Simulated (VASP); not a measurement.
# Ti in VASP: notebook, part 2 of 3

VASP 6.6.1.

**3. Single point, LDA (normal strain along x +0.0000, normal strain along y +0.0175)**

Input file INCAR:

```
  ALGO = Normal
  EDIFF = 1E-6
  ENCUT = 520
  GGA = CA
  ISIF = 2
  ISMEAR = 0
  LASPH = T
  LCHARG = F
  LREAL = F
  LWAVE = F
  NBANDS = 12
  NELM = 60
  PREC = Accurate
  SIGMA = 0.15
```

Input file KPOINTS:

```
k-points
0
Gamma
  20 20 20
```

Input file POSCAR:

```
Ti
1.0
    0.0000000000      2.0355433753      2.0005340298
    2.0005340298      0.0000000000      2.0005340298
    2.0005340298      2.0355433753      0.0000000000
Ti
1
Direct
    0.0000000000      0.0000000000      0.0000000000
```

Potentials or basis: VASP PAW LDA potentials, release 64 (Ti_sv).

Run with:

```bash
cat potpaw_LDA.64/Ti_sv/POTCAR > POTCAR
mpirun -np 1 vasp_std > vasp.out
```

OUTCAR:

```text
EDIFF = 1E-6
   ENCUT = 520
   GGA = CA
   ISIF = 2
   ISMEAR = 0
   LASPH = T
   LREAL = F
   NELM = 60
   PREC = Accurate

 ion  position               nearest neighbor table
   1  0.000  0.000  0.000-

  LATTYP: Found a body centered tetragonal cell.
 ALAT       =     2.8291823569
 C/A-ratio  =     1.4389622997

  Lattice vectors:

 A1 = (   0.0000000000,  -2.0355433753,   2.0005340298)
 A2 = (   0.0000000000,  -2.0355433753,  -2.0005340298)
 A3 = (   2.0005340298,   2.0355433753,   0.0000000000)

Analysis of symmetry for initial positions (statically):
=====================================================================
 Subroutine PRICEL returns:
 Original cell was already a primitive cell.

 Routine SETGRP: Setting up the symmetry group for a
 body centered tetragonal supercell.

 Subroutine GETGRP returns: Found 16 space group operations
 (whereof 16 operations were pure point group operations)
 out of a pool of 16 trial point group operations.

The static configuration has the point symmetry D_4h.

Analysis of symmetry for dynamics (positions and initial velocities):
=====================================================================
 Subroutine PRICEL returns:
 Original cell was already a primitive cell.

 Routine SETGRP: Setting up the symmetry group for a
 body centered tetragonal supercell.

 Subroutine GETGRP returns: Found 16 space group operations
 (whereof 16 operations were pure point group operations)
 out of a pool of 16 trial point group operations.

The dynamic configuration has the point symmetry D_4h.

 Subroutine INISYM returns: Found 16 space group operations
 (whereof 16 operations are pure point group operations),
 and found     1 'primitive' translations

----------------------------------------------------------------------------------------

                                     Primitive cell

  volume of cell :      16.2930

  direct lattice vectors                    reciprocal lattice vectors
     0.000000000  2.035543375  2.000534030    -0.249933264  0.245634658  0.249933264
     2.000534030  0.000000000  2.000534030     0.249933264 -0.245634658  0.249933264
     2.000534030  2.035543375  0.000000000     0.249933264  0.245634658 -0.249933264

  length of vectors
     2.854045066  2.829182357  2.854045066     0.430429620  0.430429620  0.430429620

  position of ions in fractional coordinates (direct lattice)
     0.000000000  0.000000000  0.000000000

  ion indices of the primitive-cell ions
   primitive index   ion index
                 1           1

----------------------------------------------------------------------------------------

 KPOINTS: k-points

Automatic generation of k-mesh.
 Grid dimensions read from file:
 generate k-points for:   20   20   20

 Generating k-lattice:

  Cartesian coordinates                     Fractional coordinates (reciprocal lattice)
    -0.012496663  0.012281733  0.012496663     0.050000000  0.000000000  0.000000000
     0.012496663 -0.012281733  0.012496663     0.000000000  0.050000000  0.000000000
     0.012496663  0.012281733 -0.012496663     0.000000000  0.000000000  0.050000000

  Length of vectors
     0.021521481  0.021521481  0.021521481

  Shift w.r.t. Gamma in fractional coordinates (k-lattice)
     0.000000000  0.000000000  0.000000000

 Subroutine IBZKPT returns following result:
 ===========================================

 Found    641 irreducible k-points:

 Following reciprocal coordinates:
            Coordinates               Weight
  0.000000  0.000000  0.000000      1.000000
  0.050000  0.000000  0.000000      8.000000
  0.100000  0.000000 -0.000000      8.000000
  0.150000  0.000000  0.000000      8.000000
  0.200000  0.000000 -0.000000      8.000000
  0.250000  0.000000 -0.000000      8.000000
[... 16 lines left out ...]
 -0.400000  0.050000  0.000000     16.000000
 -0.350000  0.050000 -0.000000     16.000000
 [... further k-points ...]
   k-points           NKPTS =    641   k-points in BZ     NKDIM =    641   number of bands    NBANDS=     12
   number of dos      NEDOS =    301   number of ions     NIONS =      1
   total plane-waves  NPLWV =  13824
   dimension x,y,z NGX =    24 NGY =   24 NGZ =   24
   dimension x,y,z NGXF=    48 NGYF=   48 NGZF=   48
   ions per type =               1
   NGX,Y,Z   is equivalent  to a cutoff of  13.98, 14.10, 13.98 a.u.
   NGXF,Y,Z  is equivalent  to a cutoff of  27.96, 28.21, 27.96 a.u.
 SYSTEM =  unknown system
   PREC   = accura    normal or accurate (medium, high low for compatibility)
   ISTART =      0    job   : 0-new  1-cont  2-samecut
   ICHARG =      2    charge: 1-file 2-atom 10-const
   ISPIN  =      1    spin polarized calculation?
   LNONCOLLINEAR =      F non collinear calculations
   LSORBIT =      F    spin-orbit coupling
   LASPH  =      T    aspherical Exc in radial PAW
   ENCUT  =  520.0 eV  38.22 Ry    6.18 a.u.   5.31  5.26  5.31*2*pi/ulx,y,z
   NELM   =     60;   NELMIN=  2; NELMDL= -5     # of ELM steps
   EDIFF  = 0.1E-05   stopping-criterion for ELM
   LREAL  =      F    real-space projection
   EDIFFG = 0.1E-04   stopping-criterion for IOM
   NSW    =      0    number of steps for IOM
   IBRION =     -1    ionic relax: 0-MD 1-quasi-New 2-CG
   NFREE  =      0    steps in history (QN), initial steepest desc. (CG)
   ISIF   =      2    stress and relaxation
   ISYM   =      2    0-nonsym 1-usesym 2-fastsym
   POTIM  = 0.5000    time-step for ionic-motion
   TEBEG  =    0.0;   TEEND  =   0.0 temperature during run
   PSTRESS=    0.0 pullay stress
   NELECT =      12.0000    total number of electrons
   NUPDOWN=      -1.0000    fix difference up-down
   EMIN   =  10.00;   EMAX   =-10.00  energy-range for DOS
   EFERMI =   0.00;   METHOD = LEGACY
   ISMEAR =     0;   SIGMA  =   0.15  broadening in eV -4-tet -1-fermi 0-gaus
   EFERMI_NEDOS =   21; number of points for ismear=-14 and -15
   IALGO  =     38    algorithm
   IMIX   =      4    mixing-type and parameters
     AMIX     =   0.40;   BMIX     =  1.00
     AMIX_MAG =   1.60;   BMIX_MAG =  1.00
  volume/ion in A,a.u.               =      16.29       109.95
  Fermi-wavevector in a.u.,A,eV,Ry     =   1.478431  2.793830 29.739060  2.185759
  Thomas-Fermi vector in A             =   2.592713
   LORBIT       =      0    0 simple, 1 ext, 2 COOP (PROOUT), +10 PAW based schemes
   GGA     = CA    functional components
   LHFCALC =     F    Hartree Fock is set to
   AEXX    =    0.0000 exact exchange contribution
   IVDW    =     0    specifies the selected vdW correction
   LEPSILON=     F    determine dielectric tensor
   LRPA    =     F    only Hartree local field effects (RPA)
 non-spin polarized calculation
 Gauss-broadening in eV      SIGMA  =   0.15
  energy-cutoff  :      520.00
  volume of cell :       16.29
 maximum number of plane-waves:       452
 NGX is ok and might be reduce to    24
   NGX = 11   NGY = 11   NGZ = 11

 number of electron      12.0000000 magnetization

 Free energy of the ion-electron system (eV)
  ---------------------------------------------------
  ext. energy  EPLUGINS =         0.00000000
  ---------------------------------------------------
  free energy    TOTEN  =        -8.50619622 eV

  energy without entropy =       -8.48795962  energy(sigma->0) =       -8.49707792

 E-fermi :   8.6798     XC(G=0): -12.0934

 val. band max:        8.6794674415   @ k =   0.3000   0.0000   0.0000
 cond. band min:       8.6802765444   @ k =   0.5000   0.3000   0.1500
 fundamental gap:      0.0008091029
 Fermi energy:         8.6798048909

 k-point     1 :       0.0000    0.0000    0.0000
  band No.  band energies     occupation
      1     -47.2396      2.00000
      2     -23.3864      2.00000
      3     -23.3821      2.00000
      4     -23.3821      2.00000
      5       2.5199      2.00000
      6       9.4620      0.00000
      7       9.6117      0.00000
      8       9.6117      0.00000
      9      11.2249      0.00000
     10      11.4010      0.00000
     11      24.3845      0.00000
     12      28.7954      0.00000
[... 331 lines left out ...]
 k-point    24 :      -0.3500    0.0500   -0.0000
  band No.  band energies     occupation
      1     -47.0984      2.00000
      2     -24.0910      2.00000
      3     -23.4947      2.00000
      4     -23.4699      2.00000
      5       5.6470      2.00000
      6       8.8144      0.20444
      7       9.5027      0.00000
      8       9.6463      0.00000
      9      11.9128      0.00000
     10      12.3244      0.00000
     11      19.3637      0.00000
     12      24.2594      0.00000

 [... further k-points ...]

------------------------ aborting loop because EDIFF is reached ----------------------------------------

  FORCE on cell =-STRESS in cart. coord.  units (eV):
  Direction    XX          YY          ZZ          XY          YZ          ZX
  --------------------------------------------------------------------------------------
  -------------------------------------------------------------------------------------
  Total       -0.1918239     -0.2532463     -0.1918239      0.0000000      0.0000000      0.0000000
  in kB      -18.8630077    -24.9029831    -18.8630077      0.0000000      0.0000000      0.0000000
  external PRESSURE =     -20.8763328 kB  Pullay stress =       0.0000000 kB

 VOLUME and BASIS-vectors are now :
 -----------------------------------------------------------------------------
  energy-cutoff  :      520.00
  volume of cell :       16.29
      direct lattice vectors                 reciprocal lattice vectors
     0.000000000  2.035543375  2.000534030    -0.249933264  0.245634658  0.249933264
     2.000534030  0.000000000  2.000534030     0.249933264 -0.245634658  0.249933264
     2.000534030  2.035543375  0.000000000     0.249933264  0.245634658 -0.249933264

 POSITION                                       TOTAL-FORCE (eV/Angst)
 -----------------------------------------------------------------------------------
      0.00000      0.00000      0.00000         0.000000      0.000000      0.000000
 -----------------------------------------------------------------------------------
    total drift:                               -0.000000     -0.000000     -0.000000

  FREE ENERGIE OF THE ION-ELECTRON SYSTEM (eV)
  ---------------------------------------------------
  free  energy   TOTEN  =        -8.5061962241 eV

  energy  without entropy=       -8.4879596227  energy(sigma->0) =       -8.49707792
```

OSZICAR:

```text
N       E                     dE             d eps       ncg     rms          rms(c)
DAV:   1     0.862143864554E+02    0.86214E+02   -0.65813E+03 15428   0.121E+03
DAV:   2    -0.527759620865E+01   -0.91492E+02   -0.88946E+02 15672   0.297E+02
DAV:   3    -0.936815594578E+01   -0.40906E+01   -0.40482E+01 21380   0.642E+01
DAV:   4    -0.945833212533E+01   -0.90176E-01   -0.90085E-01 17448   0.827E+00
DAV:   5    -0.946052977049E+01   -0.21976E-02   -0.21976E-02 18308   0.113E+00    0.866E+00
DAV:   6    -0.851274460911E+01    0.94779E+00   -0.19525E+00 16816   0.206E+01    0.233E+00
DAV:   7    -0.849766109393E+01    0.15084E-01   -0.94450E-02 18972   0.333E+00    0.130E+00
DAV:   8    -0.850586890376E+01   -0.82078E-02   -0.41642E-02 15840   0.259E+00    0.151E-01
DAV:   9    -0.850615208177E+01   -0.28318E-03   -0.29328E-03 19400   0.613E-01    0.813E-02
DAV:  10    -0.850621003988E+01   -0.57958E-04   -0.29101E-04 16344   0.197E-01    0.135E-02
DAV:  11    -0.850619703839E+01    0.13001E-04   -0.19874E-05 18592   0.599E-02    0.956E-03
DAV:  12    -0.850619622414E+01    0.81424E-06   -0.16939E-06 15112   0.158E-02
   1 F= -.85061962E+01 E0= -.84970779E+01  d E =-.182366E-01
```

It took 69 s on 1 thread of AMD EPYC 9R45 (Zen 5), shared host; peak memory 0.2 GiB.

What came out:

```yaml
Free_energy: -8.5062 eV
Pressure: -2.1 GPa
Band_gap_on_the_k_mesh: zero (bands 6 and 7 overlap by 1.28 eV)
```

Caveat: the cell differs from its parent crystal (normal strain along x +0.0000, normal strain along y +0.0175).

**4. Single point, LDA (normal strain along x -0.0700, normal strain along y -0.0525)**

Input file INCAR:

```
SYSTEM = Ti
ALGO = Fast ; EDIFF = 1E-6
ENCUT = 520 ; ISIF = 2
ISMEAR = 0 ; LASPH = .True.
LCHARG = .False. ; LREAL = .False.
LWAVE = .False. ; NBANDS = 12
NELM = 100 ; PREC = Accurate
SIGMA = 0.15
```

Input file KPOINTS:

```
k-points
0
Gamma
  20 20 20
  0 0 0
```

Input file POSCAR:

```
Ti
1.0
    0.0000000000      1.8955059932      2.0005340298
    1.8604966477      0.0000000000      2.0005340298
    1.8604966477      1.8955059932      0.0000000000
Ti
1
Direct
    0.0000000000      0.0000000000      0.0000000000
```

Run with:

```bash
cat potpaw_LDA.64/Ti_sv/POTCAR > POTCAR
mpirun -np 1 vasp_std > vasp.out
```

Run time: 3 min. Hardware: 1 thread of Intel Xeon Platinum 8375C at 2.90GHz (Ice Lake), shared host; peak memory 0.29 GiB.

The run converged. Its results:

| Property | Result |
| --- | --- |
| Free energy | -8.4028 eV |
| Pressure | 18.6 GPa |
| Band gap on the k mesh | zero (bands 6 and 7 overlap by 1.49 eV) |

Stress tensor (GPa, compression positive):
```
19.36  0.00  0.00
 0.00 18.86  0.00
 0.00  0.00 17.63
```

Levels at points of the mesh, in eV from the Fermi level:
| k point | band 4 | band 5 | band 6 | band 7 | band 8 | band 9 |
| --- | --- | --- | --- | --- | --- | --- |
| (0.00, 0.00, 0.00) | -31.60 | -6.40 | 0.53 | 1.11 | 1.28 | 2.64 |
| (0.50, 0.00, 0.00) | -31.71 | -3.09 | 0.42 | 1.13 | 1.47 | 4.40 |
| (0.50, 0.50, 0.00) | -31.96 | -3.37 | -2.27 | 3.24 | 4.56 | 4.85 |
| (0.50, 0.00, 0.50) | -32.00 | -3.40 | -2.37 | 4.37 | 4.45 | 4.63 |
| (0.00, 0.50, 0.50) | -32.06 | -3.41 | -2.45 | 4.47 | 4.70 | 4.78 |

Caveat: the cell differs from its parent crystal (normal strain along x -0.0700, normal strain along y -0.0525); the cell stands under pressure.

**5. Single point, LDA (normal strain along x +0.0000, normal strain along y +0.0350)**

Input file INCAR:

```
PREC = Accurate ; ENCUT = 520
EDIFF = 1E-7 ; ISMEAR = 0
SIGMA = 0.15 ; LREAL = F
LASPH = T ; NELM = 80
ALGO = Fast ; ISIF = 2
LWAVE = F ; LCHARG = F
NBANDS = 12
```

Input file KPOINTS:

```
Automatic mesh
0
Gamma
  20 20 20
```

Input file POSCAR:

```
Ti
1.0
    0.0000000000      2.0705527208      2.0005340298
    2.0005340298      0.0000000000      2.0005340298
    2.0005340298      2.0705527208      0.0000000000
Ti
1
Direct
    0.0000000000      0.0000000000      0.0000000000
```

Potentials or basis: VASP PAW LDA potentials, release 64 (Ti_sv).

Run with:

```bash
cat potpaw_LDA.64/Ti_sv/POTCAR > POTCAR
mpirun -np 1 vasp_std > vasp.out
```

OUTCAR:

```text
PREC = Accurate
   ENCUT = 520
   EDIFF = 1E-7
   ISMEAR = 0
   LREAL = F
   LASPH = T
   NELM = 80
   ISIF = 2

 ion  position               nearest neighbor table
   1  0.000  0.000  0.000-

  LATTYP: Found a body centered tetragonal cell.
 ALAT       =     2.8291823569
 C/A-ratio  =     1.4637110370

  Lattice vectors:

 A1 = (   0.0000000000,  -2.0705527208,   2.0005340298)
 A2 = (   0.0000000000,  -2.0705527208,  -2.0005340298)
 A3 = (   2.0005340298,   2.0705527208,   0.0000000000)

Analysis of symmetry for initial positions (statically):
=====================================================================
 Subroutine PRICEL returns:
 Original cell was already a primitive cell.

 Routine SETGRP: Setting up the symmetry group for a
 body centered tetragonal supercell.

 Subroutine GETGRP returns: Found 16 space group operations
 (whereof 16 operations were pure point group operations)
 out of a pool of 16 trial point group operations.

The static configuration has the point symmetry D_4h.

Analysis of symmetry for dynamics (positions and initial velocities):
[... 170 lines left out ...]
      3     -23.6199      2.00000
      4     -23.6199      2.00000
      5       2.3673      2.00000
      6       9.1704      0.00000
      7       9.4653      0.00000
      8       9.4653      0.00000
      9      10.8950      0.00000
     10      11.2407      0.00000
     11      24.1156      0.00000
     12      28.1622      0.00000
[... 331 lines left out ...]
 k-point    24 :      -0.3500    0.0500    0.0000
  band No.  band energies     occupation
      1     -47.3225      2.00000
      2     -24.2920      2.00000
      3     -23.7327      2.00000
      4     -23.7009      2.00000
      5       5.4774      2.00000
      6       8.6073      0.25851
      7       9.2371      0.00000
      8       9.5198      0.00000
      9      11.6628      0.00000
     10      12.0523      0.00000
     11      18.9944      0.00000
     12      23.9542      0.00000

 [... further k-points ...]

------------------------ aborting loop because EDIFF is reached ----------------------------------------

  FORCE on cell =-STRESS in cart. coord.  units (eV):
  Direction    XX          YY          ZZ          XY          YZ          ZX
  --------------------------------------------------------------------------------------
  -------------------------------------------------------------------------------------
  Total       -0.3762774     -0.4932380     -0.3762774      0.0000000      0.0000000      0.0000000
  in kB      -36.3756334    -47.6824884    -36.3756334      0.0000000      0.0000000      0.0000000
  external PRESSURE =     -40.1445851 kB  Pullay stress =       0.0000000 kB

 VOLUME and BASIS-vectors are now :
 -----------------------------------------------------------------------------
  energy-cutoff  :      520.00
  volume of cell :       16.57
      direct lattice vectors                 reciprocal lattice vectors
     0.000000000  2.070552721  2.000534030    -0.249933264  0.241481415  0.249933264
     2.000534030  0.000000000  2.000534030     0.249933264 -0.241481415  0.249933264
     2.000534030  2.070552721  0.000000000     0.249933264  0.241481415 -0.249933264

 POSITION                                       TOTAL-FORCE (eV/Angst)
 -----------------------------------------------------------------------------------
      0.00000      0.00000      0.00000         0.000000      0.000000      0.000000
 -----------------------------------------------------------------------------------
    total drift:                                0.000000      0.000000     -0.000000

  FREE ENERGIE OF THE ION-ELECTRON SYSTEM (eV)
  ---------------------------------------------------
  free  energy   TOTEN  =        -8.4999400716 eV

  energy  without entropy=       -8.4807960218  energy(sigma->0) =       -8.49036805
```

OSZICAR:

```text
N       E                     dE             d eps       ncg     rms          rms(c)
DAV:   1     0.859034935142E+02    0.85903E+02   -0.65611E+03 15456   0.121E+03
DAV:   2    -0.523547056865E+01   -0.91139E+02   -0.88584E+02 15636   0.296E+02
DAV:   3    -0.939308147398E+01   -0.41576E+01   -0.41152E+01 21080   0.643E+01
[... 15 lines left out ...]
RMM:  19    -0.849993923981E+01   -0.81526E-06   -0.71969E-06 18164   0.131E-02    0.120E-03
RMM:  20    -0.849993958962E+01   -0.34980E-06   -0.31613E-06 17753   0.100E-02    0.273E-04
RMM:  21    -0.849993984423E+01   -0.25461E-06   -0.23313E-06 15914   0.694E-03    0.505E-04
RMM:  22    -0.849993997953E+01   -0.13530E-06   -0.11995E-06 14336   0.516E-03    0.624E-04
RMM:  23    -0.849994007163E+01   -0.92103E-07   -0.84948E-07 12803   0.389E-03
   1 F= -.84999401E+01 E0= -.84903680E+01  d E =-.191440E-01
```

It took 2.7 min on 1 thread of Intel Xeon Platinum 8375C at 2.90GHz (Ice Lake), shared host; peak memory 0.23 GiB.

What came out:

| Quantity | Value |
| --- | --- |
| Free energy | -8.4999 eV |
| Pressure | -4.0 GPa |
| Band gap on the k mesh | zero (bands 6 and 7 overlap by 1.28 eV) |

Stress tensor (GPa, compression positive):
```
-3.64  0.00  0.00
 0.00 -4.77  0.00
 0.00  0.00 -3.64
```

Caveat: the cell differs from its parent crystal (normal strain along x +0.0000, normal strain along y +0.0350); the cell stands under tension.

(Continued in part 3 of 3.)
